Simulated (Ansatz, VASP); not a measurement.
# One calculation of BN, two programs

Contents of INCAR:

```
SYSTEM = BN
PREC     = Accurate       ! precision mode
ENCUT    = 520            ! plane-wave cutoff, eV
EDIFF    = 1E-6           ! SCF threshold, eV
ISMEAR   = 0              ! smearing method
SIGMA    = 0.02           ! smearing width, eV
LREAL    = .False.        ! projectors in reciprocal space
LASPH    = .True.         ! aspherical terms in the spheres
NELM     = 60             ! most SCF steps
ALGO     = Normal         ! electronic algorithm
ISIF     = 2              ! what is computed and relaxed
LWAVE    = .False.        ! write WAVECAR
LCHARG   = .True.         ! write CHGCAR
LDIPOL   = .True.       
IDIPOL   = 3            
DIPOL    = 0.5 0.5 0.500
GGA      = PE             ! functional
IVDW     = 12             ! dispersion correction
LELF     = .True.         ! ELF
LVHAR    = .True.       
LVACPOTAV= .True.       
NBANDS   = 11             ! bands
```

Contents of KPOINTS:

```
regular mesh
0
Gamma
  12 12 1
  0 0 0
```

The input POSCAR:

```
BN
1.0
    2.5450000000      0.0000000000      0.0000000000
   -1.2725000000      2.2040346526      0.0000000000
    0.0000000000      0.0000000000     26.0000000000
B N
1 1
Direct
    0.0000000000      0.0000000000      0.5164807692
    0.6666666667      0.3333333333      0.4835192308
```

Input for Ansatz:

```yaml
crystal:
  lattice:
    - [2.545, 0.0, 0.0]
    - [-1.2725, 2.2040346526, 0.0]
    - [0.0, 0.0, 26.0]
  atoms:
    - { symbol: B, position: [0.0, 0.0, 0.5164807692] }
    - { symbol: "N", position: [0.6666666667, 0.3333333333, 0.4835192308] }
  periodic: [true, true, false]
basis:
  ecutwfc: 420
kpoints:
  mp_grid: { grid: [12, 12, 1] }
hamiltonian:
  xc: pbe
  dispersion: d3bj
scf:
  occupations: { method: gaussian, width: 0.02 }
output:
  forces: true
  stress: true
  eigenvalues: true
```

Alike in both runs: task single point; functional PBE; dispersion D3(BJ); k mesh 12 × 12 × 1; occupations gaussian, width 0.02 eV; no spin polarisation.

|  | VASP | Ansatz |
| --- | --- | --- |
| version | VASP 6.6.1 | Ansatz 0.2.0 |
| potentials or method | VASP PAW PBE potentials, release 64 (B, N), cutoff 520 eV | scalar-relativistic, plane waves, PAW |
| valence electrons in the cell | 8 | 8 |

```tsv
	VASP	Ansatz	Ansatz less VASP
gap on the k mesh at the Fermi level (eV)	none	none	-
rms of the force components (eV/Å)	5.425	5.420	-0.0040
work function, face that differs most (eV)	3.94	3.95	+0.006
```

Atom by atom the forces differ by 0.004 eV/Å (rms over components). A gap of «none» marks a metal or a gap that the smearing closes.
